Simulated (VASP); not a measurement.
# TiAl3 (Pm-3m) in VASP: a series of runs

Runs on TiAl3. Level: PBEsol. Tasks: single point, relaxation of cell and atoms.

All numbers are computed with VASP 6.6.1; they aren't measurements. Logs are shortened: lines on timing, memory, paths and dates and some standing lists are left out, and cuts for length are marked.

### Step 1. The cell of the first run

Symmetry: Pm-3m, No. 221, cubic system. The conventional cell has a = 3.917 Å, b = 3.917 Å, c = 3.917 Å, α = 90.00°, β = 90.00°, γ = 90.00°. Within 3.7 Å of Ti (site symmetry m-3m) lie 12 Al at 2.77 Å. Within 3.7 Å of Al (site symmetry 4/mmm) lie 4 Ti at 2.77 Å and 8 Al at 2.77 Å.

### Step 2. Single point, PBEsol

The input, INCAR:

```
SYSTEM = TiAl3
PREC = Accurate
ENCUT = 520
EDIFF = 1E-7
ISMEAR = -1
SIGMA = 0.15
LREAL = .False.
LASPH = .True.
NELM = 100
ALGO = Normal
ISIF = 2
LWAVE = .False.
LCHARG = .False.
GGA = PS
NBANDS = 18
```

The input, KPOINTS:

```
regular mesh
0
Gamma
  12 12 12
  0 0 0
```

The input, POSCAR:

```
TiAl3
1.0
    3.9173238526      0.0000000000      0.0000000000
    0.0000000000      3.9173238526      0.0000000000
    0.0000000000      0.0000000000      3.9173238526
Ti Al
1 3
Direct
    0.0000000000      0.0000000000      0.0000000000
    0.5000000000      0.5000000000      0.0000000000
    0.5000000000      0.0000000000      0.5000000000
    0.0000000000      0.5000000000      0.5000000000
```

Potentials or basis: VASP PAW PBE potentials, release 64 (Ti_sv, Al).

The run is started by

```
> cat potpaw_PBE.64/Ti_sv/POTCAR potpaw_PBE.64/Al/POTCAR > POTCAR
> mpirun -np 1 vasp_std > vasp.out
```

OUTCAR:

```text
SYSTEM = TiAl3
   PREC = Accurate
   ENCUT = 520
   EDIFF = 1E-7
   ISMEAR = -1
   LREAL = .False.
   LASPH = .True.
   NELM = 100
   ISIF = 2
   GGA = PS

 ion  position               nearest neighbor table
   1  0.000  0.000  0.000-   2 2.77   3 2.77   4 2.77   3 2.77   4 2.77   2 2.77   4 2.77   4 2.77
                             2 2.77   3 2.77   3 2.77   2 2.77
   2  0.500  0.500  0.000-   1 2.77   3 2.77   4 2.77   3 2.77   4 2.77   1 2.77   3 2.77   3 2.77
                             1 2.77   4 2.77   4 2.77   1 2.77
   3  0.500  0.000  0.500-   1 2.77   2 2.77   4 2.77   1 2.77   2 2.77   2 2.77   4 2.77   2 2.77
                             1 2.77   4 2.77   1 2.77   4 2.77
   4  0.000  0.500  0.500-   1 2.77   2 2.77   3 2.77   1 2.77   2 2.77   1 2.77   3 2.77   1 2.77
                             2 2.77   3 2.77   2 2.77   3 2.77

  LATTYP: Found a simple cubic cell.
 ALAT       =     3.9173238526

  Lattice vectors:

 A1 = (   3.9173238526,   0.0000000000,   0.0000000000)
 A2 = (   0.0000000000,   3.9173238526,   0.0000000000)
 A3 = (   0.0000000000,   0.0000000000,   3.9173238526)

Analysis of symmetry for initial positions (statically):
=====================================================================
 Subroutine PRICEL returns:
 Original cell was already a primitive cell.

 Routine SETGRP: Setting up the symmetry group for a
 simple cubic supercell.

 Subroutine GETGRP returns: Found 48 space group operations
 (whereof 48 operations were pure point group operations)
 out of a pool of 48 trial point group operations.

The static configuration has the point symmetry O_h .

Analysis of symmetry for dynamics (positions and initial velocities):
=====================================================================
 Subroutine PRICEL returns:
 Original cell was already a primitive cell.

 Routine SETGRP: Setting up the symmetry group for a
 simple cubic supercell.

 Subroutine GETGRP returns: Found 48 space group operations
 (whereof 48 operations were pure point group operations)
 out of a pool of 48 trial point group operations.

The dynamic configuration has the point symmetry O_h .

 Subroutine INISYM returns: Found 48 space group operations
 (whereof 48 operations are pure point group operations),
 and found     1 'primitive' translations

----------------------------------------------------------------------------------------

                                     Primitive cell

  volume of cell :      60.1130

  direct lattice vectors                    reciprocal lattice vectors
     3.917323853  0.000000000  0.000000000     0.255276316  0.000000000  0.000000000
     0.000000000  3.917323853  0.000000000     0.000000000  0.255276316  0.000000000
     0.000000000  0.000000000  3.917323853     0.000000000  0.000000000  0.255276316

  length of vectors
     3.917323853  3.917323853  3.917323853     0.255276316  0.255276316  0.255276316

  position of ions in fractional coordinates (direct lattice)
     0.000000000  0.000000000  0.000000000
     0.500000000  0.500000000  0.000000000
     0.500000000  0.000000000  0.500000000
     0.000000000  0.500000000  0.500000000

  ion indices of the primitive-cell ions
   primitive index   ion index
                 1           1
                 2           2
                 3           3
                 4           4

----------------------------------------------------------------------------------------

 KPOINTS: regular mesh

Automatic generation of k-mesh.
 Grid dimensions read from file:
 generate k-points for:   12   12   12

 Generating k-lattice:

  Cartesian coordinates                     Fractional coordinates (reciprocal lattice)
     0.021273026  0.000000000  0.000000000     0.083333333  0.000000000  0.000000000
     0.000000000  0.021273026  0.000000000     0.000000000  0.083333333  0.000000000
     0.000000000  0.000000000  0.021273026     0.000000000  0.000000000  0.083333333

  Length of vectors
     0.021273026  0.021273026  0.021273026

  Shift w.r.t. Gamma in fractional coordinates (k-lattice)
     0.000000000  0.000000000  0.000000000

 Subroutine IBZKPT returns following result:
 ===========================================

 Found     84 irreducible k-points:

 Following reciprocal coordinates:
            Coordinates               Weight
  0.000000  0.000000  0.000000      1.000000
  0.083333  0.000000  0.000000      6.000000
  0.166667  0.000000  0.000000      6.000000
  0.250000  0.000000  0.000000      6.000000
  0.333333  0.000000  0.000000      6.000000
  0.416667  0.000000  0.000000      6.000000
[... 16 lines left out ...]
  0.333333  0.333333  0.000000     12.000000
  0.416667  0.333333  0.000000     24.000000
 [... further k-points ...]
   k-points           NKPTS =     84   k-points in BZ     NKDIM =     84   number of bands    NBANDS=     18
   number of dos      NEDOS =    301   number of ions     NIONS =      4
   total plane-waves  NPLWV =  27000
   dimension x,y,z NGX =    30 NGY =   30 NGZ =   30
   dimension x,y,z NGXF=    60 NGYF=   60 NGZF=   60
   ions per type =               1   3
   NGX,Y,Z   is equivalent  to a cutoff of  12.73, 12.73, 12.73 a.u.
   NGXF,Y,Z  is equivalent  to a cutoff of  25.46, 25.46, 25.46 a.u.
 SYSTEM =  TiAl3
   PREC   = accura    normal or accurate (medium, high low for compatibility)
   ISTART =      0    job   : 0-new  1-cont  2-samecut
   ICHARG =      2    charge: 1-file 2-atom 10-const
   ISPIN  =      1    spin polarized calculation?
   LNONCOLLINEAR =      F non collinear calculations
   LSORBIT =      F    spin-orbit coupling
   LASPH  =      T    aspherical Exc in radial PAW
   ENCUT  =  520.0 eV  38.22 Ry    6.18 a.u.   7.28  7.28  7.28*2*pi/ulx,y,z
   NELM   =    100;   NELMIN=  2; NELMDL= -5     # of ELM steps
   EDIFF  = 0.1E-06   stopping-criterion for ELM
   LREAL  =      F    real-space projection
   EDIFFG = 0.1E-05   stopping-criterion for IOM
   NSW    =      0    number of steps for IOM
   IBRION =     -1    ionic relax: 0-MD 1-quasi-New 2-CG
   NFREE  =      0    steps in history (QN), initial steepest desc. (CG)
   ISIF   =      2    stress and relaxation
   ISYM   =      2    0-nonsym 1-usesym 2-fastsym
   POTIM  = 0.5000    time-step for ionic-motion
   TEBEG  =    0.0;   TEEND  =   0.0 temperature during run
   PSTRESS=    0.0 pullay stress
   NELECT =      21.0000    total number of electrons
   NUPDOWN=      -1.0000    fix difference up-down
   EMIN   =  10.00;   EMAX   =-10.00  energy-range for DOS
   EFERMI =   0.00;   METHOD = LEGACY
   ISMEAR =    -1;   SIGMA  =   0.15  broadening in eV -4-tet -1-fermi 0-gaus
   EFERMI_NEDOS =   21; number of points for ismear=-14 and -15
   IALGO  =     38    algorithm
   IMIX   =      4    mixing-type and parameters
     AMIX     =   0.40;   BMIX     =  1.00
     AMIX_MAG =   1.60;   BMIX_MAG =  1.00
  volume/ion in A,a.u.               =      15.03       101.42
  Fermi-wavevector in a.u.,A,eV,Ry     =   1.152989  2.178833 18.087359  1.329383
  Thomas-Fermi vector in A             =   2.289636
   LORBIT       =      0    0 simple, 1 ext, 2 COOP (PROOUT), +10 PAW based schemes
   GGA     = PS    functional components
   LHFCALC =     F    Hartree Fock is set to
   AEXX    =    0.0000 exact exchange contribution
   IVDW    =     0    specifies the selected vdW correction
   LEPSILON=     F    determine dielectric tensor
   LRPA    =     F    only Hartree local field effects (RPA)
 non-spin polarized calculation
  energy-cutoff  :      520.00
  volume of cell :       60.11
 maximum number of plane-waves:      1647
 NGX is ok and might be reduce to    30
   NGX = 15   NGY = 15   NGZ = 15

 number of electron      20.9999995 magnetization

 Free energy of the ion-electron system (eV)
  ---------------------------------------------------
  ext. energy  EPLUGINS =         0.00000000
  ---------------------------------------------------
  free energy    TOTEN  =       -22.18732370 eV

  energy without entropy =      -22.03077649  energy(sigma->0) =      -22.10905009

 E-fermi :   9.3437     XC(G=0): -11.0340

 val. band max:        9.3167824654   @ k =   0.3333   0.3333   0.0000
 cond. band min:       9.3477105508   @ k =   0.2500   0.2500   0.0833
 fundamental gap:      0.0309280853
 Fermi energy:         9.3437364407

 k-point     1 :       0.0000    0.0000    0.0000
  band No.  band energies     occupation
      1     -47.2749      2.00000
      2     -23.6908      2.00000
      3     -23.6908      2.00000
      4     -23.6908      2.00000
      5      -1.6301      2.00000
      6       6.1947      2.00000
[... 10 lines left out ...]
     17      15.2221      0.00000
     18      15.2221      0.00000

 k-point     2 :       0.0833    0.0000    0.0000
  band No.  band energies     occupation
      1     -47.2748      2.00000
      2     -23.6924      2.00000
      3     -23.6907      2.00000
      4     -23.6907      2.00000
      5      -1.5610      2.00000
      6       5.6441      2.00000
[... 10 lines left out ...]
     17      15.1364      0.00000
     18      15.1388      0.00000

 k-point     3 :       0.1667    0.0000    0.0000
  band No.  band energies     occupation
      1     -47.2747      2.00000
      2     -23.6968      2.00000
      3     -23.6904      2.00000
      4     -23.6904      2.00000
      5      -1.3549      2.00000
      6       4.6690      2.00000
[... 10 lines left out ...]
     17      14.7000      0.00000
     18      14.7000      0.00000

 k-point     4 :       0.2500    0.0000    0.0000
  band No.  band energies     occupation
      1     -47.2744      2.00000
      2     -23.7027      2.00000
      3     -23.6900      2.00000
      4     -23.6900      2.00000
      5      -1.0160      2.00000
      6       3.6370      2.00000
[... 375 lines left out ...]
      4     -23.6883      2.00000
      5       0.9124      2.00000
      6       1.8586      2.00000
[... 10 lines left out ...]
     17      14.3809      0.00000
     18      14.8280      0.00000

 k-point    23 :       0.3333    0.3333    0.0000
  band No.  band energies     occupation
      1     -47.2734      2.00000
      2     -23.7069      2.00000
      3     -23.7064      2.00000
      4     -23.6883      2.00000
      5       0.4463      2.00000
      6       3.5320      2.00000
[... 10 lines left out ...]
     17      13.8202      0.00000
     18      15.0216      0.00000

 k-point    24 :       0.4167    0.3333    0.0000
  band No.  band energies     occupation
      1     -47.2733      2.00000
      2     -23.7108      2.00000
      3     -23.7062      2.00000
      4     -23.6880      2.00000
      5       0.9457      2.00000
      6       2.7459      2.00000
[... 10 lines left out ...]
     17      13.7175      0.00000
     18      15.1249      0.00000

 [... further k-points ...]
[... 5 lines left out ...]
  --------------------------------------------------------------------------------------
  -------------------------------------------------------------------------------------
  Total        1.1675041      1.1675041      1.1675041     -0.0000000     -0.0000000      0.0000000
  in kB       31.1172029     31.1172029     31.1172029     -0.0000000     -0.0000000      0.0000000
  external PRESSURE =      31.1172029 kB  Pullay stress =       0.0000000 kB

 VOLUME and BASIS-vectors are now :
 -----------------------------------------------------------------------------
  energy-cutoff  :      520.00
  volume of cell :       60.11
      direct lattice vectors                 reciprocal lattice vectors
     3.917323853  0.000000000  0.000000000     0.255276316  0.000000000  0.000000000
     0.000000000  3.917323853  0.000000000     0.000000000  0.255276316  0.000000000
     0.000000000  0.000000000  3.917323853     0.000000000  0.000000000  0.255276316

 POSITION                                       TOTAL-FORCE (eV/Angst)
 -----------------------------------------------------------------------------------
      0.00000      0.00000      0.00000         0.000000      0.000000      0.000000
      1.95866      1.95866      0.00000         0.000000      0.000000      0.000000
      1.95866      0.00000      1.95866         0.000000      0.000000      0.000000
      0.00000      1.95866      1.95866         0.000000      0.000000      0.000000
 -----------------------------------------------------------------------------------
    total drift:                                0.000000     -0.000000      0.000000

  FREE ENERGIE OF THE ION-ELECTRON SYSTEM (eV)
  ---------------------------------------------------
  free  energy   TOTEN  =       -22.1873236998 eV

  energy  without entropy=      -22.0307764855  energy(sigma->0) =      -22.10905009
```

Run time: 48 s. Hardware: 1 thread of Intel Xeon 6975P-C (Granite Rapids), shared host; peak memory 0.22 GiB.

Results:

| Item | Value |
| --- | --- |
| Free energy | -22.1873 eV |
| Pressure | 3.1 GPa |
| Band gap on the k mesh | zero (an odd number of electrons rules out a gap without spin polarisation) |

Caveat: the cell stands under pressure; the PAW data sets were made with another functional, which shifts forces and pressure a little.

### Step 3. Relaxation of cell and atoms, PBEsol, target pressure 3 GPa, at which the enthalpy is minimised

The input, INCAR:

```
SYSTEM = TiAl3
ALGO = Normal
EDIFF = 1E-6
EDIFFG = -0.001
ENCUT = 600
GGA = PS
IBRION = 2
ISIF = 3
ISMEAR = -1
LASPH = .TRUE.
LCHARG = .FALSE.
LREAL = .FALSE.
LWAVE = .FALSE.
NELM = 80
NSW = 80
PREC = Accurate
PSTRESS = 30.0
SIGMA = 0.15
```

The input, KPOINTS:

```
k-points
0
G
  12 12 12
  0 0 0
```

POSCAR is that of step 2.

Potentials or basis: VASP PAW PBE potentials, release 64 (Ti_sv, Al).

The run is started by

```
> cat potpaw_PBE.64/Ti_sv/POTCAR potpaw_PBE.64/Al/POTCAR > POTCAR
> mpirun -np 1 vasp_std > vasp.out
```

Run time: 79 s. Hardware: 1 thread of Intel Xeon 6975P-C (Granite Rapids), shared host; peak memory 0.24 GiB.

The run converged. Its results:

```
Free energy                                                : -22.1888 eV
Relaxed volume                                             : 15.04 Å³/atom
Relaxed cell                                               : a = 3.918 Å, b = 3.918 Å, c = 3.918 Å, α = 90.00°, β = 90.00°, γ = 90.00°
Space group after relaxing (to 0.1 Å)                      : Pm-3m (No. 221)
Energy change on relaxing (the run minimises the enthalpy) : -0.2 meV/atom
Ionic steps                                                : 5
Pressure after relaxing                                    : 3.0 GPa
Band gap on the k mesh                                     : zero (an odd number of electrons rules out a gap without spin polarisation)
```

Step by step:
```csv
step,energy change (eV),largest force (eV/Å),pressure (GPa),volume (Å³)
1,0.0000,0.0000,3.05,60.11
2,-0.0008,0.0000,3.03,60.15
3,-0.0019,0.0000,2.91,60.22
4,-0.0010,0.0000,2.99,60.17
5,-0.0010,0.0000,3.00,60.16
```

Final structure:
```cif
data_structure
_symmetry_space_group_name_H-M 'P 1'
_symmetry_Int_Tables_number 1
_cell_length_a 3.9184
_cell_length_b 3.9184
_cell_length_c 3.9184
_cell_angle_alpha 90.000
_cell_angle_beta 90.000
_cell_angle_gamma 90.000
_cell_volume 60.16
loop_
_atom_site_label
_atom_site_type_symbol
_atom_site_fract_x
_atom_site_fract_y
_atom_site_fract_z
_atom_site_occupancy
Ti1 Ti 0.00000 0.00000 0.00000 1
Al1 Al 0.50000 0.50000 0.00000 1
Al2 Al 0.50000 0.00000 0.50000 1
Al3 Al 0.00000 0.50000 0.50000 1
```

Levels at points of the mesh, in eV from the Fermi level:
| k point | band 8 | band 9 | band 10 | band 11 | band 12 | band 13 |
| --- | --- | --- | --- | --- | --- | --- |
| (0.00, 0.00, 0.00) | -2.17 | -2.17 | -2.17 | 0.17 | 0.17 | 0.17 |
| (0.50, 0.00, 0.00) | -2.30 | -2.26 | 0.44 | 0.79 | 0.79 | 1.01 |
| (0.50, 0.50, 0.00) | -5.12 | -1.27 | -1.27 | 0.66 | 0.93 | 1.12 |
| (0.50, 0.50, 0.50) | -5.08 | -3.53 | -3.53 | -3.53 | 0.24 | 1.27 |

Caveat: the cell is relaxed towards a set pressure, so the run minimises the enthalpy, not the energy; the PAW data sets were made with another functional, which shifts forces and pressure a little.
